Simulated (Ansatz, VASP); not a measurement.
**WS2: VASP beside Ansatz**

File POSCAR:

```
WS2
1.0
    3.1835163552      0.0000000000      0.0000000000
   -1.5917581776      2.7570060369      0.0000000000
    0.0000000000      0.0000000000     16.9505778900
W S
1 2
Direct
    0.0000000000      0.0000000000      0.0000000000
    0.3333333333      0.6666666667      0.0920005100
    0.3333333333      0.6666666667      0.9079994900
```

File INCAR.step1:

```
PREC = Accurate
ENCUT = 520
EDIFF = 1E-5
ISMEAR = -1
SIGMA = 0.05
LREAL = False
LASPH = True
NELM = 60
ALGO = Normal
ISIF = 2
LWAVE = True
NBANDS = 20
GGA = PE
```

The input INCAR.step2:

```
PREC = Accurate
ENCUT = 520
EDIFF = 1E-6
ISMEAR = -1
SIGMA = 0.05
LREAL = False
LASPH = True
NELM = 60
ALGO = Normal
ISIF = 2
LWAVE = False
LCHARG = True
GGA = PE
LHFCALC = True
AEXX = 0.25
HFSCREEN = 0.3
PRECFOCK = Normal
LELF = True
LVHAR = True
NBANDS = 20
ISTART = 1
```

File KPOINTS:

```
Automatic mesh
0
Gamma
  6 6 1
```

File input.yaml:

```yaml
crystal:
  lattice:
    - [3.1835163552, 0.0, 0.0]
    - [-1.5917581776, 2.7570060369, 0.0]
    - [0.0, 0.0, 16.95057789]
  atoms:
    - { symbol: W, position: [0.0, 0.0, 0.0] }
    - { symbol: S, position: [0.3333333333, 0.6666666667, 0.09200051] }
    - { symbol: S, position: [0.3333333333, 0.6666666667, 0.90799949] }
hamiltonian:
  xc: { exchange: pbe, correlation: pbe, exx: { coeff: 0.25, omega: 0.3 } }
  pseudopotentials: { kind: paw }
kpoints:
  mp_grid: { grid: [6, 6, 1] }
  band_path:
    path:
      - [[0.0, 0.0, 0.0], [0.5, 0.0, 0.0], [0.3333333333, 0.3333333333, 0.0], [0.0, 0.0, 0.0], [0.0, 0.0, 0.5], [0.5, 0.0, 0.5], [0.3333333333, 0.3333333333, 0.5], [0.0, 0.0, 0.5]]
      - [[0.5, 0.0, 0.5], [0.5, 0.0, 0.0]]
      - [[0.3333333333, 0.3333333333, 0.0], [0.3333333333, 0.3333333333, 0.5]]
    npoints: 4
scf:
  occupations: { method: fermi_dirac, width: 0.05 }
  n_extra_bands: 7
output:
  forces: true
  stress: true
  eigenvalues: true
  fatbands: false
```

Alike in both runs: functional PBE-based screened hybrid; k mesh 6 × 6 × 1; occupations fermi-dirac, width 0.05 eV; no spin polarisation.

|  | VASP | Ansatz |
| --- | --- | --- |
| version | VASP 6.6.1 | Ansatz 0.2.0 |
| potentials or method | VASP PAW PBE potentials, release 64 (W_sv, S) | Ansatz PAW |
| plane-wave cutoff (eV) | 520 | 420 |
| valence electrons in the cell | 26 | 26 |
| task | single point | band structure |

VASP gave:

| Property | Result |
| --- | --- |
| gap on the k mesh at the Fermi level (eV) | 2.13 |
| least direct gap on the mesh (eV) | 2.13 |
| rms of the force components (eV/Å) | 0.116 |

Q: Which values does Ansatz return?

A: gap on the k mesh at the Fermi level (eV): 2.13; least direct gap on the mesh (eV): 2.13; rms of the force components (eV/Å): 0.090.

VASP's potentials were made for PBE, not for PBE-based screened hybrid. Atom by atom the forces differ by 0.026 eV/Å (rms over components).

Spin-orbit coupling is off throughout.
